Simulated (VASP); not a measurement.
# Hf2N (P4_2/mnm) in VASP: further runs

Hf2N is run at these levels: PBEsol; tasks: single point.

Everything below comes from runs of VASP 6.6.1. Logs are shortened: lines on timing, memory, paths and dates and some standing lists are left out, and cuts for length are marked.

### Step 1. The cell of the first run

Symmetry: P4_2/mnm, No. 136, tetragonal system. The conventional cell has a = 5.296 Å, b = 5.296 Å, c = 3.227 Å, α = 90.00°, β = 90.00°, γ = 90.00°. Hf (site symmetry m2m) has 3 N at 2.21 to 2.22 Å within 2.9 Å. Within 2.9 Å of N (site symmetry mmm) lie 6 Hf at 2.21 to 2.22 Å.

### Step 2. Single point, PBEsol

Contents of INCAR:

```
ALGO = Normal ; EDIFF = 1E-6
ENCUT = 520 ; GGA = PS
ISIF = 2 ; ISMEAR = 0
LASPH = True ; LCHARG = False
LREAL = False ; LWAVE = False
NBANDS = 34 ; NELM = 60
PREC = Accurate ; SIGMA = 0.1
```

Contents of KPOINTS:

```
k-points
0
Gamma
  8 8 12
```

Contents of POSCAR:

```
Hf2N
1.0
    5.2955389254      0.0000000000      0.0000000000
    0.0000000000      5.2955389254      0.0000000000
    0.0000000000      0.0000000000      3.2274489825
Hf N
4 2
Direct
    0.2954633019      0.2954633019      0.0000000000
    0.7045366981      0.7045366981      0.0000000000
    0.7954633019      0.2045366981      0.5000000000
    0.2045366981      0.7954633019      0.5000000000
    0.0000000000      0.0000000000      0.0000000000
    0.5000000000      0.5000000000      0.5000000000
```

Potentials or basis: VASP PAW PBE potentials, release 64 (Hf_pv, N).

Launch:

```sh
$ cat potpaw_PBE.64/Hf_pv/POTCAR potpaw_PBE.64/N/POTCAR > POTCAR
$ mpirun -np 1 vasp_std > vasp.out
```

OUTCAR:

```text
EDIFF = 1E-6
   ENCUT = 520
   GGA = PS
   ISIF = 2
   ISMEAR = 0
   LASPH = True
   LREAL = False
   NELM = 60
   PREC = Accurate

 ion  position               nearest neighbor table
   1  0.295  0.295  0.000-   5 2.21   6 2.22   6 2.22   2 3.06   4 3.14   3 3.14   4 3.14   3 3.14
                             4 3.14   4 3.14   3 3.14   3 3.14   2 3.81   2 3.81
   2  0.705  0.705  0.000-   5 2.21   6 2.22   6 2.22   1 3.06   4 3.14   3 3.14   4 3.14   3 3.14
                             3 3.14   3 3.14   4 3.14   4 3.14   1 3.81   1 3.81
   3  0.795  0.205  0.500-   6 2.21   5 2.22   5 2.22   4 3.06   1 3.14   1 3.14   2 3.14   2 3.14
                             2 3.14   2 3.14   1 3.14   1 3.14   4 3.81   4 3.81
   4  0.205  0.795  0.500-   6 2.21   5 2.22   5 2.22   3 3.06   1 3.14   1 3.14   2 3.14   2 3.14
                             1 3.14   1 3.14   2 3.14   2 3.14   3 3.81   3 3.81
   5  0.000  0.000  0.000-   1 2.21   2 2.21   3 2.22   4 2.22   3 2.22   4 2.22
   6  0.500  0.500  0.500-   3 2.21   4 2.21   1 2.22   2 2.22   1 2.22   2 2.22

  LATTYP: Found a simple tetragonal cell.
 ALAT       =     5.2955389254
 C/A-ratio  =     0.6094656329

  Lattice vectors:

 A1 = (   5.2955389254,   0.0000000000,   0.0000000000)
 A2 = (   0.0000000000,   5.2955389254,   0.0000000000)
 A3 = (   0.0000000000,   0.0000000000,   3.2274489825)

Analysis of symmetry for initial positions (statically):
=====================================================================
 Subroutine PRICEL returns:
 Original cell was already a primitive cell.

 Routine SETGRP: Setting up the symmetry group for a
 simple tetragonal supercell.

 Subroutine GETGRP returns: Found 16 space group operations
 (whereof  8 operations were pure point group operations)
 out of a pool of 16 trial point group operations.

The static configuration has the point symmetry D_2h.
 The point group associated with its full space group is D_4h.

Analysis of symmetry for dynamics (positions and initial velocities):
=====================================================================
 Subroutine PRICEL returns:
 Original cell was already a primitive cell.

 Routine SETGRP: Setting up the symmetry group for a
 simple tetragonal supercell.

 Subroutine GETGRP returns: Found 16 space group operations
 (whereof  8 operations were pure point group operations)
 out of a pool of 16 trial point group operations.

The dynamic configuration has the point symmetry D_2h.
 The point group associated with its full space group is D_4h.

 Subroutine INISYM returns: Found 16 space group operations
 (whereof  8 operations are pure point group operations),
 and found     1 'primitive' translations

----------------------------------------------------------------------------------------

                                     Primitive cell

  volume of cell :      90.5065

  direct lattice vectors                    reciprocal lattice vectors
     5.295538925  0.000000000  0.000000000     0.188838193  0.000000000  0.000000000
     0.000000000  5.295538925  0.000000000     0.000000000  0.188838193  0.000000000
     0.000000000  0.000000000  3.227448982     0.000000000  0.000000000  0.309842233

  length of vectors
     5.295538925  5.295538925  3.227448982     0.188838193  0.188838193  0.309842233

  position of ions in fractional coordinates (direct lattice)
     0.295463302  0.295463302  0.000000000
     0.704536698  0.704536698  0.000000000
     0.795463302  0.204536698  0.500000000
     0.204536698  0.795463302  0.500000000
     0.000000000  0.000000000  0.000000000
     0.500000000  0.500000000  0.500000000

  ion indices of the primitive-cell ions
   primitive index   ion index
                 1           1
                 2           2
                 3           3
                 4           4
                 5           5
                 6           6

----------------------------------------------------------------------------------------

 KPOINTS: k-points

Automatic generation of k-mesh.
 Grid dimensions read from file:
 generate k-points for:    8    8   12

 Generating k-lattice:

  Cartesian coordinates                     Fractional coordinates (reciprocal lattice)
     0.023604774  0.000000000  0.000000000     0.125000000  0.000000000  0.000000000
     0.000000000  0.023604774  0.000000000     0.000000000  0.125000000  0.000000000
     0.000000000  0.000000000  0.025820186     0.000000000  0.000000000  0.083333333

  Length of vectors
     0.023604774  0.023604774  0.025820186

  Shift w.r.t. Gamma in fractional coordinates (k-lattice)
     0.000000000  0.000000000  0.000000000

 Subroutine IBZKPT returns following result:
 ===========================================

 Found    105 irreducible k-points:

 Following reciprocal coordinates:
            Coordinates               Weight
  0.000000  0.000000  0.000000      1.000000
  0.125000  0.000000  0.000000      4.000000
  0.250000  0.000000  0.000000      4.000000
  0.375000  0.000000  0.000000      4.000000
  0.500000  0.000000  0.000000      2.000000
  0.125000  0.125000  0.000000      4.000000
[... 16 lines left out ...]
  0.375000  0.125000  0.083333     16.000000
  0.500000  0.125000  0.083333      8.000000
 [... further k-points ...]
   k-points           NKPTS =    105   k-points in BZ     NKDIM =    105   number of bands    NBANDS=     34
   number of dos      NEDOS =    301   number of ions     NIONS =      6
   total plane-waves  NPLWV =  38400
   dimension x,y,z NGX =    40 NGY =   40 NGZ =   24
   dimension x,y,z NGXF=    80 NGYF=   80 NGZF=   48
   ions per type =               4   2
   NGX,Y,Z   is equivalent  to a cutoff of  12.56, 12.56, 12.36 a.u.
   NGXF,Y,Z  is equivalent  to a cutoff of  25.11, 25.11, 24.72 a.u.
 SYSTEM =  unknown system
   PREC   = accura    normal or accurate (medium, high low for compatibility)
   ISTART =      0    job   : 0-new  1-cont  2-samecut
   ICHARG =      2    charge: 1-file 2-atom 10-const
   ISPIN  =      1    spin polarized calculation?
   LNONCOLLINEAR =      F non collinear calculations
   LSORBIT =      F    spin-orbit coupling
   LASPH  =      T    aspherical Exc in radial PAW
   ENCUT  =  520.0 eV  38.22 Ry    6.18 a.u.   9.85  9.85  6.00*2*pi/ulx,y,z
   NELM   =     60;   NELMIN=  2; NELMDL= -5     # of ELM steps
   EDIFF  = 0.1E-05   stopping-criterion for ELM
   LREAL  =      F    real-space projection
   EDIFFG = 0.1E-04   stopping-criterion for IOM
   NSW    =      0    number of steps for IOM
   IBRION =     -1    ionic relax: 0-MD 1-quasi-New 2-CG
   NFREE  =      0    steps in history (QN), initial steepest desc. (CG)
   ISIF   =      2    stress and relaxation
   ISYM   =      2    0-nonsym 1-usesym 2-fastsym
   POTIM  = 0.5000    time-step for ionic-motion
   TEBEG  =    0.0;   TEEND  =   0.0 temperature during run
   PSTRESS=    0.0 pullay stress
   NELECT =      50.0000    total number of electrons
   NUPDOWN=      -1.0000    fix difference up-down
   EMIN   =  10.00;   EMAX   =-10.00  energy-range for DOS
   EFERMI =   0.00;   METHOD = LEGACY
   ISMEAR =     0;   SIGMA  =   0.10  broadening in eV -4-tet -1-fermi 0-gaus
   EFERMI_NEDOS =   21; number of points for ismear=-14 and -15
   IALGO  =     38    algorithm
   IMIX   =      4    mixing-type and parameters
     AMIX     =   0.40;   BMIX     =  1.00
     AMIX_MAG =   1.60;   BMIX_MAG =  1.00
  volume/ion in A,a.u.               =      15.08       101.79
  Fermi-wavevector in a.u.,A,eV,Ry     =   1.343296  2.538461 24.550939  1.804443
  Thomas-Fermi vector in A             =   2.471381
   LORBIT       =      0    0 simple, 1 ext, 2 COOP (PROOUT), +10 PAW based schemes
   GGA     = PS    functional components
   LHFCALC =     F    Hartree Fock is set to
   AEXX    =    0.0000 exact exchange contribution
   IVDW    =     0    specifies the selected vdW correction
   LEPSILON=     F    determine dielectric tensor
   LRPA    =     F    only Hartree local field effects (RPA)
 non-spin polarized calculation
 Gauss-broadening in eV      SIGMA  =   0.10
  energy-cutoff  :      520.00
  volume of cell :       90.51
 maximum number of plane-waves:      2464
 NGX is ok and might be reduce to    40
   NGX = 19   NGY = 19   NGZ = 13

 number of electron      50.0000007 magnetization

 Free energy of the ion-electron system (eV)
  ---------------------------------------------------
  ext. energy  EPLUGINS =         0.00000000
  ---------------------------------------------------
  free energy    TOTEN  =       -67.50399401 eV

  energy without entropy =      -67.49138184  energy(sigma->0) =      -67.49768793

 E-fermi :   5.8835     XC(G=0): -12.1599

 val. band max:        5.8508153214   @ k =   0.3750   0.3750   0.3333
 cond. band min:       5.8872622304   @ k =   0.2500   0.2500   0.3333
 fundamental gap:      0.0364469090
 Fermi energy:         5.8835137004

 k-point     1 :       0.0000    0.0000    0.0000
  band No.  band energies     occupation
      1     -25.2583      2.00000
      2     -24.7396      2.00000
      3     -24.6756      2.00000
      4     -24.6756      2.00000
      5     -24.4387      2.00000
      6     -24.2880      2.00000
[... 26 lines left out ...]
     33       9.1720      0.00000
     34       9.1720      0.00000

 k-point     2 :       0.1250    0.0000    0.0000
  band No.  band energies     occupation
      1     -25.2354      2.00000
      2     -24.7331      2.00000
      3     -24.7023      2.00000
      4     -24.6428      2.00000
      5     -24.4300      2.00000
      6     -24.2832      2.00000
[... 26 lines left out ...]
     33       9.1438      0.00000
     34       9.4594      0.00000

 k-point     3 :       0.2500    0.0000    0.0000
  band No.  band energies     occupation
      1     -25.1712      2.00000
      2     -24.7722      2.00000
      3     -24.6952      2.00000
      4     -24.5657      2.00000
      5     -24.4051      2.00000
      6     -24.2896      2.00000
[... 26 lines left out ...]
     33       9.1247      0.00000
     34       9.8700      0.00000
[... 704 lines left out ...]
 k-point    23 :       0.3750    0.1250    0.0833
  band No.  band energies     occupation
      1     -25.0443      2.00000
      2     -24.8415      2.00000
      3     -24.6140      2.00000
      4     -24.4926      2.00000
      5     -24.3847      2.00000
      6     -24.3639      2.00000
[... 26 lines left out ...]
     33       9.9047      0.00000
     34      10.4766      0.00000

 k-point    24 :       0.5000    0.1250    0.0833
  band No.  band energies     occupation
      1     -24.9424      2.00000
      2     -24.9424      2.00000
      3     -24.5090      2.00000
      4     -24.5090      2.00000
      5     -24.4152      2.00000
      6     -24.4152      2.00000
[... 26 lines left out ...]
     33       9.9489      0.00000
     34       9.9490      0.00000

 [... further k-points ...]
[... 5 lines left out ...]
  --------------------------------------------------------------------------------------
  -------------------------------------------------------------------------------------
  Total       -0.5371424     -0.5371424     -0.6240962      0.0000000      0.0000000      0.0000000
  in kB       -9.5086822     -9.5086822    -11.0479684      0.0000000      0.0000000      0.0000000
  external PRESSURE =     -10.0217776 kB  Pullay stress =       0.0000000 kB

 VOLUME and BASIS-vectors are now :
 -----------------------------------------------------------------------------
  energy-cutoff  :      520.00
  volume of cell :       90.51
      direct lattice vectors                 reciprocal lattice vectors
     5.295538925  0.000000000  0.000000000     0.188838193  0.000000000  0.000000000
     0.000000000  5.295538925  0.000000000     0.000000000  0.188838193  0.000000000
     0.000000000  0.000000000  3.227448982     0.000000000  0.000000000  0.309842233

 POSITION                                       TOTAL-FORCE (eV/Angst)
 -----------------------------------------------------------------------------------
      1.56464      1.56464      0.00000         0.002094      0.002094      0.000000
      3.73090      3.73090      0.00000        -0.002094     -0.002094      0.000000
      4.21241      1.08313      1.61372         0.002094     -0.002094      0.000000
      1.08313      4.21241      1.61372        -0.002094      0.002094      0.000000
      0.00000      0.00000      0.00000         0.000000      0.000000      0.000000
      2.64777      2.64777      1.61372         0.000000      0.000000      0.000000
 -----------------------------------------------------------------------------------
    total drift:                                0.000000      0.000000      0.000000

  FREE ENERGIE OF THE ION-ELECTRON SYSTEM (eV)
  ---------------------------------------------------
  free  energy   TOTEN  =       -67.5039940120 eV

  energy  without entropy=      -67.4913818445  energy(sigma->0) =      -67.49768793
```

It took 7.3 min on 1 thread of AMD EPYC 7R13, shared host; peak memory 0.34 GiB.

What came out:

```yaml
Free_energy: -67.5040 eV
Pressure: -1.0 GPa
Band_gap_on_the_k_mesh: zero (band 25 reaches 7.32 eV, above the bottom of band 26 at 4.62 eV)
```

Forces on the atoms (eV/Å):
```
Hf   0.002  0.002  0.000
Hf  -0.002 -0.002  0.000
Hf   0.002 -0.002  0.000
Hf  -0.002  0.002  0.000
N    0.000  0.000  0.000
N    0.000  0.000  0.000
```

Stress tensor (GPa, compression positive):
```
-0.95  0.00  0.00
 0.00 -0.95  0.00
 0.00  0.00 -1.10
```

Caveat: the PAW data sets were made with another functional, which shifts forces and pressure a little; spin-orbit coupling is left out, which moves the levels of the heavy elements.

### Step 3. Single point, PBEsol

Contents of INCAR:

```
SYSTEM = Hf2N
ALGO = Normal
EDIFF = 1E-6
ENCUT = 520
GGA = PS
ISIF = 2
ISMEAR = 0
LASPH = .True.
LCHARG = .False.
LREAL = .False.
LWAVE = .False.
NBANDS = 34
NELM = 60
PREC = Accurate
SIGMA = 0.1
```

Contents of KPOINTS:

```
k-points
0
Gamma
  8 8 12
  0 0 0
```

Edit POSCAR of step 2 so:

```diff
@@ -2,5 +2,5 @@
 1.0
-    5.2955389254      0.0000000000      0.0000000000
-    0.0000000000      5.2955389254      0.0000000000
-    0.0000000000      0.0000000000      3.2274489825
+    5.2955389257      0.0000000000      0.0000000000
+    0.0000000000      5.2955389257      0.0000000000
+    0.0000000000      0.0000000000      3.2274489817
 Hf N
```

Potentials or basis: VASP PAW PBE potentials, release 64 (Hf_pv, N).

Launch:

```sh
$ cat potpaw_PBE.64/Hf_pv/POTCAR potpaw_PBE.64/N/POTCAR > POTCAR
$ mpirun -np 1 vasp_std > vasp.out
```

Run time: 4.6 min. Hardware: 1 thread of Intel Xeon Platinum 8259CL at 2.50GHz (Skylake/Cascade Lake), shared host; peak memory 0.36 GiB.

It converged, with:

```yaml
Free_energy: -67.5040 eV
Pressure: -1.0 GPa
Band_gap_on_the_k_mesh: zero (band 25 reaches 7.32 eV, above the bottom of band 26 at 4.62 eV)
```

Forces on the atoms (eV/Å):
```
Hf   0.002  0.002  0.000
Hf  -0.002 -0.002  0.000
Hf   0.002 -0.002  0.000
Hf  -0.002  0.002  0.000
N    0.000  0.000  0.000
N    0.000  0.000  0.000
```

Stress tensor (GPa, compression positive):
```
-0.95  0.00  0.00
 0.00 -0.95  0.00
 0.00  0.00 -1.10
```

Levels at points of the mesh, in eV from the Fermi level:
```csv
k point,band 22,band 23,band 24,band 25,band 26,band 27,band 28,band 29
"(0.00, 0.00, 0.00)",-2.16,-0.10,0.79,1.05,1.12,1.12,1.57,1.78
"(0.50, 0.00, 0.00)",-2.50,-1.08,-1.08,1.44,1.44,1.88,1.88,1.99
"(0.50, 0.50, 0.00)",-1.78,-1.44,-1.44,1.05,1.05,1.52,1.52,1.84
"(0.00, 0.00, 0.50)",-1.46,-1.27,-1.27,-1.26,-1.26,2.19,2.19,3.73
"(0.50, 0.00, 0.50)",-1.98,-1.17,-1.17,-0.95,-0.95,1.78,1.78,3.86
"(0.50, 0.50, 0.50)",-1.71,-0.87,-0.87,-0.55,-0.55,1.30,1.30,2.92
```

Caveat: the PAW data sets were made with another functional, which shifts forces and pressure a little; spin-orbit coupling is left out, which moves the levels of the heavy elements.
